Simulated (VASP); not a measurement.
## CsN: relaxation of cell and atoms with PBEsol

CsN:

```xyz
2
Lattice="0.0000 3.3600 3.3600 3.3600 0.0000 3.3600 3.3600 3.3600 0.0000" Properties=species:S:1:pos:R:3 pbc="T T T"
Cs    0.0000    0.0000    0.0000
N     1.6800    1.6800    1.6800
```

```json
{
  "Program": "VASP 6.6.1",
  "Task": "relaxation of cell and atoms",
  "Functional": "PBEsol",
  "Potentials or basis": "VASP PAW PBE potentials, release 64 (Cs_sv, N)",
  "Cutoff": "600 eV",
  "k mesh": "5 × 5 × 5",
  "Occupations": "fermi-dirac, width 0.01 eV",
  "Spin": "no spin polarisation",
  "Dipole correction": "no",
  "Further INCAR settings": "ALGO = Normal; EDIFF = 1e-07; IBRION = 2; EDIFFG = -0.02; NSW = 80; ISIF = 3"
}
```

The relaxed volume is 31.67 Å³/atom. The relaxed cell is a = 4.474 Å, b = 4.474 Å, c = 4.474 Å, α = 60.00°, β = 60.00°, γ = 60.00°, the space group after relaxing (to 0.1 Å) is F-43m (No. 216) and the energy gained by relaxing is 39.4 meV/atom. The ionic steps are 4, the pressure after relaxing is 0.1 GPa and the band gap on the k mesh is zero (bands 7 and 8 overlap by 1.00 eV).

The path:
| step | energy change (eV) | largest force (eV/Å) | pressure (GPa) | volume (Å³) |
| --- | --- | --- | --- | --- |
| 1 | 0.0000 | 0.0000 | -1.72 | 75.87 |
| 2 | -0.0423 | 0.0000 | -1.33 | 71.47 |
| 3 | -0.0774 | 0.0000 | -0.33 | 65.11 |
| 4 | -0.0789 | 0.0000 | 0.08 | 63.34 |

Final structure:
```cif
data_structure
_symmetry_space_group_name_H-M 'P 1'
_symmetry_Int_Tables_number 1
_cell_length_a 4.4745
_cell_length_b 4.4745
_cell_length_c 4.4745
_cell_angle_alpha 60.000
_cell_angle_beta 60.000
_cell_angle_gamma 60.000
_cell_volume 63.34
loop_
_atom_site_label
_atom_site_type_symbol
_atom_site_fract_x
_atom_site_fract_y
_atom_site_fract_z
_atom_site_occupancy
Cs1 Cs 0.00000 0.00000 0.00000 1
N1 N 0.25000 0.25000 0.25000 1
```

Levels at points of the mesh, in eV from the Fermi level:
```csv
k point,band 3,band 4,band 5,band 6,band 7,band 8,band 9,band 10,band 11
"(0.00, 0.00, 0.00)",-6.90,-6.90,-6.90,-0.71,-0.71,-0.71,3.29,7.64,7.64
```

Run time: 46 s on 1 thread of Intel(R) Xeon(R) Platinum 8175M CPU @ 2.50GHz (Skylake/Cascade Lake), on a shared host, peak memory 0.24 GiB.

Caveat: the volume moved by over 15 % at a fixed basis, so the end points are rough; the PAW data sets were made with another functional, which shifts forces and pressure a little; spin-orbit coupling is left out, which moves the levels of the heavy elements.
